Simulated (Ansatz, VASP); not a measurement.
# One calculation of W2I3, two programs

```
CELL_PARAMETERS angstrom
4.45405 0.00000 0.00000
-2.22702 3.85732 0.00000
0.00000 0.00000 7.68670
ATOMIC_POSITIONS crystal
W 0.33333 0.66667 0.26891
W 0.66667 0.33333 0.73109
I 0.00000 0.00000 0.00000
I 0.33333 0.66667 0.63418
I 0.66667 0.33333 0.36582
```

Alike in both runs: functional PBE; k mesh 12 × 12 × 6; occupations gaussian, width 0.1 eV; no spin polarisation.

Ansatz relaxed the structure, and its values are those at the end. VASP's run is a single point on that final structure, the one shown.

```csv
,VASP,Ansatz
version,VASP 6.6.1,Ansatz 0.2.0
potentials or method,"VASP PAW PBE potentials, release 64 (W_sv, I), cutoff 520 eV","scalar-relativistic, plane waves, PAW"
valence electrons in the cell,49,79
```

```tsv
	VASP	Ansatz	Ansatz less VASP
gap on the k mesh at the Fermi level (eV)	none	none	-
pressure (GPa)	-0.1	0.0	+0.07
rms of the force components (eV/Å)	0.004	0.001	-0.0028
```

A gap of «none» marks a metal or a gap that the smearing closes. The functional is the same, so the differences come from potentials, cutoffs and numerics. VASP's potentials hold 49 valence electrons a cell and Ansatz's 79, so a difference there can come from the potentials and not from the codes.

Neither program's run includes spin-orbit coupling.
